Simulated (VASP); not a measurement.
TePb, 2 atoms in the cell. Symmetry: Pm-3m, No. 221, cubic system. Conventional cell: a = 4.004 Å, b = 4.004 Å, c = 4.004 Å, α = 90.00°, β = 90.00°, γ = 90.00°. Within 4.6 Å of Te (site symmetry m-3m) lie 8 Pb at 3.47 Å and 6 Te at 4.00 Å. Within 4.6 Å of Pb (site symmetry m-3m) lie 8 Te at 3.47 Å and 6 Pb at 4.00 Å. 

* Program: VASP 6.6.1
* Task: single point
* Functional: PBE
* Potentials or basis: VASP PAW PBE potentials, release 64 (Te, Pb_d)
* Cutoff: 520 eV
* k mesh: 8 × 8 × 8
* Occupations: gaussian, width 0.05 eV
* Spin: no spin polarisation
* Dipole correction: no
* Further INCAR settings: ALGO = Normal; EDIFF = 1e-07; NBANDS = 17

Potentials or basis: VASP PAW PBE potentials, release 64 (Te, Pb_d).

The run is started by

```console
$ cat potpaw_PBE.64/Te/POTCAR potpaw_PBE.64/Pb_d/POTCAR > POTCAR
$ mpirun -np 1 vasp_std > vasp.out
```

Hardware: 1 thread of Intel Xeon 8259CL, with other jobs on the host.

Problem. Estimate the wall time of this run.

Solution. It took 51 s on 1 thread of Intel Xeon 8259CL, with other jobs on the host, peak memory 0.19 GiB. Counts: scf iterations 13, k points 35.
